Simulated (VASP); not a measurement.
Runs of VASP 6.6.1 on Ni3Ge. The structure is that of space group Pm-3m (No. 221), or close to it. The cells are those of the table. 

| task | cell | cutoff (eV) | smearing | gap on the mesh (eV) | pressure (GPa) |
| --- | --- | --- | --- | --- | --- |
| single point | a = 3.525 Å, 4 atoms | 520 | gaussian 0.1 eV | none | (a) |
| single point | a = 3.509 Å, 4 atoms | 520 | gaussian 0.1 eV | none | 3.3 |
| relaxation of cell and atoms | relaxed from a = 3.530 Å, 4 atoms | 600 | gaussian 0.1 eV | none | -0.1 |
| relaxation of cell and atoms | relaxed to 3 GPa from a = 3.492 Å, 4 atoms | 600 | gaussian 0.1 eV | none | 2.9 |

Alike in all rows: level PBEsol; potentials or basis VASP PAW PBE potentials, release 64 (Ni, Ge_d); no spin polarisation; k mesh 12 × 12 × 12.

Q: Estimate the missing entries.

A: (a) 0.4.

Caveats: the PAW data sets were made with another functional, which shifts forces and pressure a little; the cell is relaxed towards a set pressure, so the enthalpy falls and the energy may rise (some runs).

A k mesh can miss the band edges, and the runs leave out spin-orbit coupling on Ge.

A gap of «none» marks levels without a gap at the run's occupations.
